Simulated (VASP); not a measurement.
# Cu (Fm-3m) in VASP: notebook

Runs on Cu. Level: PBE+D3(BJ). Tasks: single point.

All numbers are computed with VASP 6.6.1; they aren't measurements. Logs are shortened: lines on timing, memory, paths and dates and some standing lists are left out, and cuts for length are marked.

## Step 1: The cell of the first run

Symmetry: Fm-3m, No. 225, cubic system. Conventional cell: a = 3.527 Å, b = 3.527 Å, c = 3.527 Å, α = 90.00°, β = 90.00°, γ = 90.00°. Within 3.3 Å of Cu (site symmetry m-3m) lie 12 Cu at 2.49 Å.

## Step 2: Single point, PBE+D3(BJ) (volume scaled by 0.97)

Input file INCAR:

```
ALGO = Normal
EDIFF = 1E-6
ENCUT = 600
GGA = PE
GGA_COMPAT = F
ISIF = 2
ISMEAR = 0
IVDW = 12
LASPH = T
LCHARG = F
LREAL = F
LWAVE = F
NBANDS = 12
NELM = 120
PREC = Accurate
SIGMA = 0.1
```

Input file KPOINTS:

```
k-points
0
Gamma
  20 20 20
```

Input file POSCAR:

```
Cu
1.0
    0.0000000000      1.7636877279      1.7636877279
    1.7636877279      0.0000000000      1.7636877279
    1.7636877279      1.7636877279      0.0000000000
Cu
1
Direct
    0.0000000000      0.0000000000      0.0000000000
```

Potentials or basis: VASP PAW PBE potentials, release 64 (Cu).

On the command line:

```bash
$ cat potpaw_PBE.64/Cu/POTCAR > POTCAR
$ mpirun -np 1 vasp_std > vasp.out
```

OUTCAR:

```text
EDIFF = 1E-6
   ENCUT = 600
   GGA = PE
   ISIF = 2
   ISMEAR = 0
   IVDW = 12
   LASPH = T
   LREAL = F
   NELM = 120
   PREC = Accurate
 IVDW          = 12

 ion  position               nearest neighbor table
   1  0.000  0.000  0.000-

  LATTYP: Found a face centered cubic cell.
 ALAT       =     3.5273754558

  Lattice vectors:

 A1 = (   0.0000000000,   1.7636877279,   1.7636877279)
 A2 = (   1.7636877279,   0.0000000000,   1.7636877279)
 A3 = (   1.7636877279,   1.7636877279,   0.0000000000)

Analysis of symmetry for initial positions (statically):
=====================================================================
 Subroutine PRICEL returns:
 Original cell was already a primitive cell.

 Routine SETGRP: Setting up the symmetry group for a
 face centered cubic supercell.

 Subroutine GETGRP returns: Found 48 space group operations
 (whereof 48 operations were pure point group operations)
 out of a pool of 48 trial point group operations.

The static configuration has the point symmetry O_h .

Analysis of symmetry for dynamics (positions and initial velocities):
=====================================================================
 Subroutine PRICEL returns:
 Original cell was already a primitive cell.

 Routine SETGRP: Setting up the symmetry group for a
 face centered cubic supercell.

 Subroutine GETGRP returns: Found 48 space group operations
 (whereof 48 operations were pure point group operations)
 out of a pool of 48 trial point group operations.

The dynamic configuration has the point symmetry O_h .

 Subroutine INISYM returns: Found 48 space group operations
 (whereof 48 operations are pure point group operations),
 and found     1 'primitive' translations

----------------------------------------------------------------------------------------

                                     Primitive cell

  volume of cell :      10.9722

  direct lattice vectors                    reciprocal lattice vectors
     0.000000000  1.763687728  1.763687728    -0.283496898  0.283496898  0.283496898
     1.763687728  0.000000000  1.763687728     0.283496898 -0.283496898  0.283496898
     1.763687728  1.763687728  0.000000000     0.283496898  0.283496898 -0.283496898

  length of vectors
     2.494231105  2.494231105  2.494231105     0.491031031  0.491031031  0.491031031

  position of ions in fractional coordinates (direct lattice)
     0.000000000  0.000000000  0.000000000

  ion indices of the primitive-cell ions
   primitive index   ion index
                 1           1

----------------------------------------------------------------------------------------

[... 81 lines left out ...]
   NUPDOWN=      -1.0000    fix difference up-down
   EMIN   =  10.00;   EMAX   =-10.00  energy-range for DOS
   EFERMI =   0.00;   METHOD = LEGACY
   ISMEAR =     0;   SIGMA  =   0.10  broadening in eV -4-tet -1-fermi 0-gaus
   EFERMI_NEDOS =   21; number of points for ismear=-14 and -15
   IALGO  =     38    algorithm
   IMIX   =      4    mixing-type and parameters
     AMIX     =   0.40;   BMIX     =  1.00
     AMIX_MAG =   1.60;   BMIX_MAG =  1.00
  volume/ion in A,a.u.               =      10.97        74.04
  Fermi-wavevector in a.u.,A,eV,Ry     =   1.638478  3.096275 36.526353  2.684611
  Thomas-Fermi vector in A             =   2.729444
   LORBIT       =      0    0 simple, 1 ext, 2 COOP (PROOUT), +10 PAW based schemes
   GGA     = PE    functional components
   LHFCALC =     F    Hartree Fock is set to
   AEXX    =    0.0000 exact exchange contribution
   IVDW    =    12    specifies the selected vdW correction
   LEPSILON=     F    determine dielectric tensor
   LRPA    =     F    only Hartree local field effects (RPA)
 non-spin polarized calculation
 Gauss-broadening in eV      SIGMA  =   0.10
  energy-cutoff  :      600.00
  volume of cell :       10.97
 maximum number of plane-waves:       380
   NGX =  9   NGY =  9   NGZ =  9

 number of electron      11.0000003 magnetization

 Free energy of the ion-electron system (eV)
  ---------------------------------------------------
  ext. energy  EPLUGINS =         0.00000000
  ---------------------------------------------------
  free energy    TOTEN  =        -3.68335430 eV

  energy without entropy =       -3.68210188  energy(sigma->0) =       -3.68272809

 E-fermi :   8.5176     XC(G=0): -13.1590

 val. band max:        8.4662565092   @ k =   0.4500   0.3000   0.0000
 cond. band min:       8.5274895380   @ k =  -0.4500   0.1000   0.0000
 fundamental gap:      0.0612330288
 Fermi energy:         8.5176386695

 k-point     1 :       0.0000    0.0000    0.0000
  band No.  band energies     occupation
      1      -1.3923      2.00000
      2       5.2722      2.00000
      3       5.2722      2.00000
      4       5.2722      2.00000
      5       6.1941      2.00000
      6       6.1941      2.00000
      7      31.7141      0.00000
      8      34.9409      0.00000
      9      34.9409      0.00000
     10      34.9409      0.00000
     11      37.5176      0.00000
     12      37.5176      0.00000
[... 331 lines left out ...]
 k-point    24 :      -0.3500    0.0500    0.0000
  band No.  band energies     occupation
      1       2.5695      2.00000
      2       5.2987      2.00000
      3       5.3438      2.00000
      4       5.4611      2.00000
      5       6.5453      2.00000
      6       6.8538      2.00000
      7      16.2685      0.00000
      8      29.1673      0.00000
      9      31.5545      0.00000
     10      32.9489      0.00000
     11      35.0790      0.00000
     12      36.9406      0.00000

 [... further k-points ...]

------------------------ aborting loop because EDIFF is reached ----------------------------------------

 Edisp (eV)   -0.62932

 E8    (eV) :    -0.2701

  FORCE on cell =-STRESS in cart. coord.  units (eV):
  Direction    XX          YY          ZZ          XY          YZ          ZX
  --------------------------------------------------------------------------------------
  -------------------------------------------------------------------------------------
  Total       0.41790     0.41790     0.41790    -0.00000     0.00000     0.00000
  in kB      61.02251    61.02251    61.02251    -0.00000     0.00000     0.00000
  external pressure =       61.02 kB  Pullay stress =        0.00 kB

 VOLUME and BASIS-vectors are now :
 -----------------------------------------------------------------------------
  energy-cutoff  :      600.00
  volume of cell :       10.97
      direct lattice vectors                 reciprocal lattice vectors
     0.000000000  1.763687728  1.763687728    -0.283496898  0.283496898  0.283496898
     1.763687728  0.000000000  1.763687728     0.283496898 -0.283496898  0.283496898
     1.763687728  1.763687728  0.000000000     0.283496898  0.283496898 -0.283496898

 POSITION                                       TOTAL-FORCE (eV/Angst)
 -----------------------------------------------------------------------------------
      0.00000      0.00000      0.00000         0.000000      0.000000      0.000000
 -----------------------------------------------------------------------------------
    total drift:                                0.000000     -0.000000      0.000000

  FREE ENERGIE OF THE ION-ELECTRON SYSTEM (eV)
  ---------------------------------------------------
  free  energy   TOTEN  =        -4.3126770787 eV

  energy  without entropy=       -4.3114246586  energy(sigma->0) =       -4.31205087
```

OSZICAR:

```text
N       E                     dE             d eps       ncg     rms          rms(c)
DAV:   1     0.446849490455E+02    0.44685E+02   -0.58704E+03  6912   0.177E+03
DAV:   2    -0.320071315112E+01   -0.47886E+02   -0.44100E+02  6324   0.215E+02
DAV:   3    -0.460417204933E+01   -0.14035E+01   -0.13976E+01  7252   0.424E+01
DAV:   4    -0.461244844453E+01   -0.82764E-02   -0.82754E-02  6920   0.284E+00
DAV:   5    -0.461251977907E+01   -0.71335E-04   -0.71333E-04  7372   0.270E-01    0.776E+00
DAV:   6    -0.400745327215E+01    0.60507E+00   -0.13408E+01  7372   0.718E+01    0.347E+00
DAV:   7    -0.369860861813E+01    0.30884E+00   -0.19715E+00  7336   0.274E+01    0.668E-01
DAV:   8    -0.368438194981E+01    0.14227E-01   -0.53478E-03  7952   0.768E-01    0.240E-01
DAV:   9    -0.368335037213E+01    0.10316E-02   -0.59998E-03  7984   0.138E+00    0.265E-02
DAV:  10    -0.368335587270E+01   -0.55006E-05   -0.25619E-05  8604   0.806E-02    0.835E-03
DAV:  11    -0.368335414591E+01    0.17268E-05   -0.11083E-06  5108   0.208E-02    0.255E-04
DAV:  12    -0.368335430004E+01   -0.15413E-06   -0.56723E-08  3680   0.283E-03
   1 F= -.43126771E+01 E0= -.43120509E+01  d E =-.125242E-02
```

Wall time 18 s (1 thread of Intel Xeon Platinum 8488C (Sapphire Rapids), shared host); peak memory 0.16 GiB.

Results:

```yaml
Free_energy: -4.3127 eV
Pressure: 6.1 GPa
Dispersion_energy_per_atom: -0.629 eV
```

Caveat: pairwise dispersion overbinds metals, which lowers pressure and volume.

## Step 3: Single point, PBE+D3(BJ) (volume scaled by 1.03)

Input file INCAR:

```
  PREC = Accurate
  ENCUT = 600
  EDIFF = 1E-6
  ISMEAR = 0
  SIGMA = 0.1
  LREAL = False
  LASPH = True
  NELM = 120
  ALGO = Normal
  ISIF = 2
  LWAVE = False
  LCHARG = False
  GGA = PE
  IVDW = 12
  NBANDS = 12
  GGA_COMPAT = False
```

Input file KPOINTS:

```
regular mesh
0
Gamma
  20 20 20
```

Input file POSCAR:

```
Cu
1.0
    0.0000000000      1.7993273851      1.7993273851
    1.7993273851      0.0000000000      1.7993273851
    1.7993273851      1.7993273851      0.0000000000
Cu
1
Direct
    0.0000000000      0.0000000000      0.0000000000
```

Potentials or basis: VASP PAW PBE potentials, release 64 (Cu).

On the command line:

```bash
$ cat potpaw_PBE.64/Cu/POTCAR > POTCAR
$ mpirun -np 1 vasp_std > vasp.out
```

Wall time 19 s (1 thread of Intel Xeon Platinum 8488C (Sapphire Rapids), shared host); peak memory 0.16 GiB.

Results (log left out):

```yaml
Free_energy: -4.3159 eV
Pressure: -4.0 GPa
Dispersion_energy_per_atom: -0.591 eV
```

Levels at points of the mesh, in eV from the Fermi level:
```csv
k point,band 2,band 3,band 4,band 5,band 6,band 7,band 8,band 9,band 10,band 11
"(0.00, 0.00, 0.00)",-3.04,-3.04,-3.04,-2.20,-2.20,22.73,25.48,25.48,25.48,27.98
"(0.50, 0.00, 0.00)",-3.08,-3.08,-1.62,-1.62,-1.02,3.85,21.21,22.31,22.31,25.30
"(0.50, 0.50, 0.00)",-4.47,-1.64,-1.48,-1.48,1.51,7.24,13.21,13.21,17.74,20.51
```

Caveat: pairwise dispersion overbinds metals, which lowers pressure and volume.
